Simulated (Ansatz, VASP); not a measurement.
# CuI: VASP beside Ansatz

```
Cu I
1.0
     0.00000    3.01070    3.01070
     3.01070    0.00000    3.01070
     3.01070    3.01070    0.00000
Cu I
1 1
Direct
  0.25000 0.25000 0.25000
  0.00000 0.00000 0.00000
```

Alike in both runs: task relaxation of the atoms; functional r2SCAN; k mesh 8 × 8 × 8; occupations fermi-dirac, width 0.02 eV; no spin polarisation.

|  | VASP | Ansatz |
| --- | --- | --- |
| version | VASP 6.6.1 | Ansatz 0.2.0 |
| potentials or method | VASP PAW PBE potentials, release 64 (Cu, I), cutoff 520 eV | PAW plane waves |
| valence electrons in the cell | 18 | 36 |

Ansatz gave:

```
gap on the k mesh at the Fermi level, each at its own relaxed structure (eV) : 1.67
```

Task: What did VASP give for the same quantities?

Result: gap on the k mesh at the Fermi level, each at its own relaxed structure (eV): 1.68.

VASP's potentials were made for PBE, not for r2SCAN. VASP's potentials hold 18 valence electrons a cell and Ansatz's 36, so a difference there can come from the potentials and not from the codes. Ansatz's warnings: stress scf threshold loose.

Spin-orbit coupling is off throughout. Noted on VASP's run: the relaxation stopped at its first step, so nothing moved.
